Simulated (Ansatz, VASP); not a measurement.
# One calculation of ZrO2, two programs

```
Zr O
1.0
     3.59610    0.00000    0.00000
     0.00000    3.59610    0.00000
     0.00000    0.00000    5.17700
Zr O
2 4
Direct
  0.00000 0.00000 0.00000
  0.50000 0.50000 0.50000
  0.00000 0.50000 0.20300
  0.50000 0.00000 0.29700
  0.50000 0.00000 0.79700
  0.00000 0.50000 0.70300
```

Alike in both runs: task relaxation of cell and atoms; functional PBE; k mesh 6 × 6 × 6; occupations fermi-dirac, width 0.01 eV; no spin polarisation.

|  | VASP | Ansatz |
| --- | --- | --- |
| version | VASP 6.6.1 | Ansatz 0.2.0 |
| potentials or method | VASP PAW PBE potentials, release 64 (Zr_sv, O) | plane waves, PAW |
| plane-wave cutoff (eV) | 600 | 420 |
| valence electrons in the cell | 48 | 48 |

|  | VASP | Ansatz | Ansatz less VASP |
| --- | --- | --- | --- |
| relaxed volume (Å³/atom) | 11.54 | 11.54 | +0.004 |
| relaxed length of the cell vector where the two differ most in proportion (Å) | 5.277 | 5.282 | +0.0051 |
